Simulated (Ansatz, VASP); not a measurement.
**One calculation of ZnO, two programs**

```
Zn O
1.0
     3.10645    0.00000    0.00000
    -1.55323    2.69027    0.00000
     0.00000    0.00000    5.42449
Zn O
2 2
Cartesian
  0.0000 1.7935 0.0100
  1.5532 0.8968 2.7223
  0.0000 1.7935 2.1853
  1.5532 0.8968 4.8975
```

Alike in both runs: task single point; functional LDA; k mesh 12 × 12 × 6; occupations gaussian, width 0.05 eV; no spin polarisation.

```csv
,VASP,Ansatz
version,VASP 6.6.1,Ansatz 0.2.0
potentials or method,"VASP PAW LDA potentials, release 64 (Zn, O), cutoff 520 eV","scalar-relativistic, plane waves, PAW"
valence electrons in the cell,36,36
```

VASP gave:

* gap on the k mesh at the Fermi level (eV): 0.70
* least direct gap on the mesh (eV): 0.70
* pressure (GPa): 6.9
* traceless stress, the component that is largest in VASP (GPa): -17.08
* rms of the force components (eV/Å): 0.545

Question: What did Ansatz give for the same quantities?

Answer: gap on the k mesh at the Fermi level (eV): 0.69; least direct gap on the mesh (eV): 0.69; pressure (GPa): 5.4; traceless stress, the component that is largest in VASP (GPa): -16.17; rms of the force components (eV/Å): 0.510.

Ansatz warns that its potentials were made for another functional, while VASP's fit it. LDA's correlation is that of Perdew and Zunger in VASP and of Perdew and Wang (1992) in Ansatz. Atom by atom the forces differ by 0.036 eV/Å (rms over components).
